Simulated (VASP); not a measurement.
Here is a VASP 6.6.1 calculation.

Contents of INCAR:

```
SYSTEM = Ru
PREC = Accurate
ENCUT = 520
EDIFF = 1E-6
ISMEAR = 0
SIGMA = 0.15
LREAL = .FALSE.
LASPH = .TRUE.
NELM = 80
ALGO = Fast
ISIF = 2
LWAVE = .FALSE.
LCHARG = .FALSE.
GGA = PS
NBANDS = 21
```

File KPOINTS:

```
Automatic mesh
0
G
  21 21 12
  0 0 0
```

POSCAR

```
Ru
1.0
    2.6187406107      0.0000000000      0.0000000000
   -1.3093703053      2.2678958948      0.0000000000
    0.0000000000      0.0000000000      4.4859026661
Ru
2
Direct
    0.3333333333      0.6666666667      0.2500000000
    0.6666666667      0.3333333333      0.7500000000
```

Potentials or basis: VASP PAW PBE potentials, release 64 (Ru_pv).

Command:

```sh
$ cat potpaw_PBE.64/Ru_pv/POTCAR > POTCAR
$ mpirun -np 1 vasp_std > vasp.out
```

Q: Estimate the pressure.

A: 1.6 GPa.

Q: Predict the band gap on the k mesh.

A: Zero (band 14 reaches 14.71 eV, above the bottom of band 15 at 11.67 eV).

Stress tensor (GPa, compression positive):
```
 15.15   0.00   0.00
  0.00  15.15   0.00
  0.00   0.00 -25.48
```

Caveat: the PAW data sets were made with another functional, which shifts forces and pressure a little.
